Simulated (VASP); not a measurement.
# P (Fm-3m) in VASP: notebook, part 2 of 2

VASP 6.6.1. Earlier steps stand in the parts before.

## Step 3: Single point, PBEsol (13.93 Å³/atom)

Input file INCAR:

```
  PREC = Accurate
  ENCUT = 520
  EDIFF = 1E-6
  ISMEAR = -1
  SIGMA = 0.1
  LREAL = F
  LASPH = T
  NELM = 80
  ALGO = Normal
  ISIF = 2
  LWAVE = F
  LCHARG = F
  GGA = PS
  NBANDS = 8
```

Input file KPOINTS:

```
regular mesh
0
Gamma
  17 17 17
```

Input file POSCAR:

```
P
1.0
    0.0000000000      1.9096963284      1.9096963284
    1.9096963284      0.0000000000      1.9096963284
    1.9096963284      1.9096963284      0.0000000000
P
1
Direct
    0.0000000000      0.0000000000      0.0000000000
```

Potentials or basis: VASP PAW PBE potentials, release 64 (P).

Started as:

```console
$ cat potpaw_PBE.64/P/POTCAR > POTCAR
$ mpirun -np 1 vasp_std > vasp.out
```

OUTCAR:

```text
PREC = Accurate
   ENCUT = 520
   EDIFF = 1E-6
   ISMEAR = -1
   LREAL = F
   LASPH = T
   NELM = 80
   ISIF = 2
   GGA = PS

 ion  position               nearest neighbor table
   1  0.000  0.000  0.000-

  LATTYP: Found a face centered cubic cell.
 ALAT       =     3.8193926568

  Lattice vectors:

 A1 = (   0.0000000000,   1.9096963284,   1.9096963284)
 A2 = (   1.9096963284,   0.0000000000,   1.9096963284)
 A3 = (   1.9096963284,   1.9096963284,   0.0000000000)

Analysis of symmetry for initial positions (statically):
=====================================================================
 Subroutine PRICEL returns:
 Original cell was already a primitive cell.

 Routine SETGRP: Setting up the symmetry group for a
 face centered cubic supercell.

 Subroutine GETGRP returns: Found 48 space group operations
 (whereof 48 operations were pure point group operations)
 out of a pool of 48 trial point group operations.

The static configuration has the point symmetry O_h .

Analysis of symmetry for dynamics (positions and initial velocities):
=====================================================================
 Subroutine PRICEL returns:
 Original cell was already a primitive cell.

 Routine SETGRP: Setting up the symmetry group for a
 face centered cubic supercell.

 Subroutine GETGRP returns: Found 48 space group operations
 (whereof 48 operations were pure point group operations)
 out of a pool of 48 trial point group operations.

The dynamic configuration has the point symmetry O_h .

 Subroutine INISYM returns: Found 48 space group operations
 (whereof 48 operations are pure point group operations),
 and found     1 'primitive' translations

----------------------------------------------------------------------------------------

                                     Primitive cell

  volume of cell :      13.9291
[... 100 lines left out ...]
   EMIN   =  10.00;   EMAX   =-10.00  energy-range for DOS
   EFERMI =   0.00;   METHOD = LEGACY
   ISMEAR =    -1;   SIGMA  =   0.10  broadening in eV -4-tet -1-fermi 0-gaus
   EFERMI_NEDOS =   21; number of points for ismear=-14 and -15
   IALGO  =     38    algorithm
   IMIX   =      4    mixing-type and parameters
     AMIX     =   0.40;   BMIX     =  1.00
     AMIX_MAG =   1.60;   BMIX_MAG =  1.00
  volume/ion in A,a.u.               =      13.93        94.00
  Fermi-wavevector in a.u.,A,eV,Ry     =   1.163475  2.198650 18.417865  1.353675
  Thomas-Fermi vector in A             =   2.300025
   LORBIT       =      0    0 simple, 1 ext, 2 COOP (PROOUT), +10 PAW based schemes
   GGA     = PS    functional components
   LHFCALC =     F    Hartree Fock is set to
   AEXX    =    0.0000 exact exchange contribution
   IVDW    =     0    specifies the selected vdW correction
   LEPSILON=     F    determine dielectric tensor
   LRPA    =     F    only Hartree local field effects (RPA)
 non-spin polarized calculation
  energy-cutoff  :      520.00
  volume of cell :       13.93
 maximum number of plane-waves:       385
   NGX =  9   NGY =  9   NGZ =  9

 number of electron       4.9999999 magnetization

 Free energy of the ion-electron system (eV)
  ---------------------------------------------------
  ext. energy  EPLUGINS =         0.00000000
  ---------------------------------------------------
  free energy    TOTEN  =        -5.05609566 eV

  energy without entropy =       -5.03686735  energy(sigma->0) =       -5.04648150

 E-fermi :  10.3921     XC(G=0): -11.7353

 val. band max:       10.3598188987   @ k =   0.4706   0.4118   0.0000
 cond. band min:      10.4064774525   @ k =  -0.3529   0.3529   0.1176
 fundamental gap:      0.0466585538
 Fermi energy:        10.3921321478

 k-point     1 :       0.0000    0.0000    0.0000
  band No.  band energies     occupation
      1      -6.4350      2.00000
      2      17.5678      0.00000
      3      17.5678      0.00000
      4      17.5678      0.00000
      5      21.9117      0.00000
      6      21.9117      0.00000
      7      21.9117      0.00000
      8      28.3017      0.00000
[... 243 lines left out ...]
 k-point    24 :      -0.1176    0.0588    0.0000
  band No.  band energies     occupation
      1      -5.8020      2.00000
      2      13.9786      0.00000
      3      15.5800      0.00000
      4      17.4077      0.00000
      5      22.1849      0.00000
      6      22.6077      0.00000
      7      23.6980      0.00000
      8      26.0276      0.00000

 [... further k-points ...]
[... 5 lines left out ...]
  --------------------------------------------------------------------------------------
  -------------------------------------------------------------------------------------
  Total        0.0096431      0.0096431      0.0096431      0.0000000      0.0000000     -0.0000000
  in kB        1.1091819      1.1091819      1.1091819      0.0000000      0.0000000     -0.0000000
  external PRESSURE =       1.1091819 kB  Pullay stress =       0.0000000 kB

 VOLUME and BASIS-vectors are now :
 -----------------------------------------------------------------------------
  energy-cutoff  :      520.00
  volume of cell :       13.93
      direct lattice vectors                 reciprocal lattice vectors
     0.000000000  1.909696328  1.909696328    -0.261821732  0.261821732  0.261821732
     1.909696328  0.000000000  1.909696328     0.261821732 -0.261821732  0.261821732
     1.909696328  1.909696328  0.000000000     0.261821732  0.261821732 -0.261821732

 POSITION                                       TOTAL-FORCE (eV/Angst)
 -----------------------------------------------------------------------------------
      0.00000      0.00000      0.00000         0.000000     -0.000000      0.000000
 -----------------------------------------------------------------------------------
    total drift:                               -0.000000      0.000000     -0.000000

  FREE ENERGIE OF THE ION-ELECTRON SYSTEM (eV)
  ---------------------------------------------------
  free  energy   TOTEN  =        -5.0560956584 eV

  energy  without entropy=       -5.0368673463  energy(sigma->0) =       -5.04648150
```

OSZICAR:

```text
N       E                     dE             d eps       ncg     rms          rms(c)
DAV:   1    -0.215176897465E+00   -0.21518E+00   -0.21085E+03  2728   0.448E+02
DAV:   2    -0.503505858775E+01   -0.48199E+01   -0.46634E+01  4000   0.470E+01
DAV:   3    -0.506910077486E+01   -0.34042E-01   -0.34007E-01  2840   0.436E+00
DAV:   4    -0.506913975216E+01   -0.38977E-04   -0.38978E-04  4480   0.161E-01
DAV:   5    -0.506913976460E+01   -0.12442E-07   -0.13279E-07  2920   0.155E-03    0.430E+00
DAV:   6    -0.505991419559E+01    0.92256E-02   -0.59848E-03  2904   0.387E-01    0.249E+00
DAV:   7    -0.505611274018E+01    0.38015E-02   -0.96954E-03  2920   0.496E-01    0.130E-01
DAV:   8    -0.505609586459E+01    0.16876E-04   -0.80789E-05  3816   0.578E-02    0.211E-02
DAV:   9    -0.505609565844E+01    0.20615E-06   -0.59687E-07  3416   0.677E-03
   1 F= -.50560957E+01 E0= -.50464815E+01  d E =-.192283E-01
```

stdout:

```text
POSCAR found type information on POSCAR P
 POSCAR found :  1 types and       1 ions
 scaLAPACK will be used
 -----------------------------------------------------------------------------
|                                                                             |
|                                                                             |
|     You enforced a specific xc type in the INCAR file but a different       |
|     I HOPE YOU KNOW WHAT YOU ARE DOING!                                     |
|                                                                             |
 -----------------------------------------------------------------------------

 LDA part: xc-table for (Slater+PW92), standard interpolation
 POSCAR, INCAR and KPOINTS ok, starting setup
 FFT: planning ... GRIDC
 FFT: planning ... GRID_SOFT
 FFT: planning ... GRID
 WAVECAR not read
 entering main loop
```

Wall time 19 s (1 thread of Intel Xeon 8259CL, shared host); peak memory 0.12 GiB.

What came out:

```
Free energy            : -5.0561 eV
Pressure               : 0.1 GPa
Band gap on the k mesh : zero (an odd number of electrons rules out a gap without spin polarisation)
```

Caveat: the PAW data sets were made with another functional, which shifts forces and pressure a little.
